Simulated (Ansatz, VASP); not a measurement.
## Mo: VASP beside Ansatz

```
CELL_PARAMETERS angstrom
-1.69668 1.69668 1.57100
1.69668 -1.69668 1.57100
1.69668 1.69668 -1.57100
ATOMIC_POSITIONS crystal
Mo 0.00000 0.00000 0.00000
```

Change from the starting cell: strain +0.080 along x and y, +0.000 along z, atoms carried along.

Alike in both runs: task single point; functional PBE; k mesh 22 × 22 × 22; occupations gaussian, width 0.15 eV; no spin polarisation.

|  | VASP | Ansatz |
| --- | --- | --- |
| version | VASP 6.6.1 | Ansatz 0.2.0 |
| potentials or method | VASP PAW PBE potentials, release 64 (Mo_sv), cutoff 520 eV | scalar-relativistic, plane waves, PAW |
| valence electrons in the cell | 14 | 14 |

|  | VASP | Ansatz | Ansatz less VASP |
| --- | --- | --- | --- |
| gap on the k mesh at the Fermi level (eV) | none | none | - |
| pressure (GPa) | -25.3 | -25.7 | -0.35 |
| traceless stress, the component that is largest in VASP (GPa) | 10.98 | 10.99 | +0.011 |

A gap of «none» marks a metal or a gap that the smearing closes.
